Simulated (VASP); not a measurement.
A run of VASP 6.6.1 is set up as follows.

Contents of INCAR:

```
SYSTEM = C
ALGO     = Normal         ! electronic algorithm
EDIFF    = 1E-7           ! SCF threshold, eV
ENCUT    = 520            ! plane-wave cutoff, eV
GGA      = PE             ! functional
ISIF     = 2              ! what is computed and relaxed
ISMEAR   = 0              ! smearing method
LASPH    = .True.         ! aspherical terms in the spheres
LCHARG   = .False.        ! write CHGCAR
LREAL    = .False.        ! projectors in reciprocal space
LWAVE    = .False.        ! write WAVECAR
NBANDS   = 11             ! bands
NELM     = 100            ! most SCF steps
PREC     = Accurate       ! precision mode
SIGMA    = 0.05           ! smearing width, eV
```

The input KPOINTS:

```
k-points
0
Gamma
  12 12 12
  0 0 0
```

POSCAR

```
C
1.0
    0.0000000000      1.7857375319      1.6785932800
    1.7857375319      0.0000000000      1.6785932800
    1.7857375319      1.7857375319      0.0000000000
C
2
Direct
    0.5000000000      0.5000000000      0.5000000000
    0.7500000000      0.7500000000      0.7500000000
```

Potentials or basis: VASP PAW PBE potentials, release 64 (C).

Launch:

```bash
$ cat potpaw_PBE.64/C/POTCAR > POTCAR
$ mpirun -np 1 vasp_std > vasp.out
```

What does it give for the band gap on the k mesh?

2.70 eV, indirect (least direct gap 4.66 eV).

Predict the pressure.

31.0 GPa.

Stress tensor (GPa, compression positive):
```
11.96  0.00  0.00
 0.00 11.96  0.00
 0.00  0.00 69.09
```

Caveat: the cell differs from its parent crystal (strain -0.0600 x Voigt [0, 0, 1, 0, 0, 0]). A k mesh can miss the band edges.
